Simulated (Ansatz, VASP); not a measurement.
# HfSiO4 in VASP and in Ansatz

```xyz
12
Lattice="-3.2862 3.2862 2.9816 3.2862 -3.2862 2.9816 3.2862 3.2862 -2.9816" Properties=species:S:1:pos:R:3 pbc="T T T"
Hf    0.0000    3.2862    1.4908
Hf    0.0000    0.0000    0.0000
Si    3.2862    0.0000    1.4908
Si    0.0000    0.0000    2.9816
O     3.2862    2.0736   -1.0746
O     4.4989    0.0000    0.4162
O     0.0000    1.2126    1.9070
O     2.0736    0.0000    0.4162
O     3.2862    1.2126    2.5654
O     1.2126    0.0000    4.0562
O     3.2863   -1.2126    2.5654
O     2.0736    3.2862    1.0746
```

Alike in both runs: task single point; functional PBE; k mesh 6 × 6 × 6; occupations gaussian, width 0.05 eV; no spin polarisation.

|  | VASP | Ansatz |
| --- | --- | --- |
| version | VASP 6.6.1 | Ansatz 0.2.0 |
| potentials or method | VASP PAW PBE potentials, release 64 (Hf_pv, Si, O), cutoff 520 eV | scalar-relativistic, plane waves, PAW |
| valence electrons in the cell | 76 | 108 |

Ansatz gave:

```
gap on the k mesh at the Fermi level (eV)                     : 5.46
pressure (GPa)                                                : 7.5
traceless stress, the component that is largest in VASP (GPa) : 0.51
rms of the force components (eV/Å)                            : 0.159
```

Problem. Which values does VASP return?

Solution. gap on the k mesh at the Fermi level (eV): 5.41; pressure (GPa): 5.8; traceless stress, the component that is largest in VASP (GPa): 0.77; rms of the force components (eV/Å): 0.250.

Atom by atom the forces differ by 0.092 eV/Å (rms over components). VASP's potentials hold 76 valence electrons a cell and Ansatz's 108, so a difference there can come from the potentials and not from the codes.

Neither program's run includes spin-orbit coupling.
